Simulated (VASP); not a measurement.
Here is a VASP 6.6.1 calculation.

File POSCAR:

```
InP
1.0
    0.0000000000      2.9537876370      2.9537876370
    2.9537876370      0.0000000000      2.9537876370
    2.9537876370      2.9537876370      0.0000000000
In P
1 1
Direct
    0.0000000000      0.0000000000      0.0000000000
    0.2500000000      0.2500000000      0.2500000000
```

The input INCAR.step1:

```
SYSTEM = InP
ALGO     = Normal         ! electronic algorithm
EDIFF    = 1E-8           ! SCF threshold, eV
ENCUT    = 500            ! plane-wave cutoff, eV
ISMEAR   = 0              ! smearing method
LASPH    = .TRUE.         ! aspherical terms in the spheres
LCHARG   = .FALSE.        ! write CHGCAR
LREAL    = .FALSE.        ! projectors in reciprocal space
LWAVE    = .TRUE.         ! write WAVECAR
NELM     = 100            ! most SCF steps
PREC     = Accurate       ! precision mode
SIGMA    = 0.01           ! smearing width, eV
```

The input INCAR.step2:

```
SYSTEM = InP
ALGO     = Exact          ! electronic algorithm
EDIFF    = 1E-8           ! SCF threshold, eV
ENCUT    = 500            ! plane-wave cutoff, eV
ISMEAR   = 0              ! smearing method
ISTART   = 1            
LASPH    = .TRUE.         ! aspherical terms in the spheres
LCHARG   = .FALSE.        ! write CHGCAR
LOPTICS  = .TRUE.         ! frequency-dependent dielectric function
LREAL    = .FALSE.        ! projectors in reciprocal space
LWAVE    = .TRUE.         ! write WAVECAR
NBANDS   = 99             ! bands
NELM     = 1              ! most SCF steps
PREC     = Accurate       ! precision mode
SIGMA    = 0.01           ! smearing width, eV
```

The input INCAR.step3:

```
SYSTEM = InP
ALGO     = EVGW0          ! electronic algorithm
EDIFF    = 1E-8           ! SCF threshold, eV
ENCUT    = 500            ! plane-wave cutoff, eV
ENCUTGW  = 110.0          ! cutoff of the response function
ISMEAR   = 0              ! smearing method
ISTART   = 1            
LASPH    = .TRUE.         ! aspherical terms in the spheres
LCHARG   = .FALSE.        ! write CHGCAR
LREAL    = .FALSE.        ! projectors in reciprocal space
LWAVE    = .FALSE.        ! write WAVECAR
NBANDS   = 99             ! bands
NBANDSGW = 17           
NELMGW   = 1            
NOMEGA   = 96             ! frequency points
OMEGAMAX = 20           
PREC     = Accurate       ! precision mode
PRECFOCK = Fast         
SIGMA    = 0.01           ! smearing width, eV
```

The input KPOINTS:

```
k-points
0
G
  4 4 4
  0 0 0
```

Potentials or basis: VASP PAW LDA potentials, release 64 (In_d_GW, P_GW).

Command:

```sh
$ cat potpaw_LDA.64/In_d_GW/POTCAR potpaw_LDA.64/P_GW/POTCAR > POTCAR
$ cp INCAR.step1 INCAR
$ mpirun -np 1 vasp_std > vasp.out
$ cp INCAR.step2 INCAR
$ mpirun -np 1 vasp_std > vasp.out
$ cp INCAR.step3 INCAR
$ mpirun -np 1 vasp_std > vasp.out
```

(1) Predict the quasiparticle gap.

(2) What does it give for the least direct quasiparticle gap?

(3) Estimate the band gap of the starting levels on the mesh.

(4) What does it give for the least direct gap of the starting levels on the mesh?

Results:

(1) 0.98 eV.

(2) 0.98 eV.

(3) 0.36 eV.

(4) 0.36 eV.

Caveat: the k points lie up to 0.46 Å⁻¹ apart; bands, screening cutoff and mesh are small and nothing is extrapolated, so the quasiparticle values aren't converged; spin-orbit coupling is left out, which moves the levels of the heavy elements.
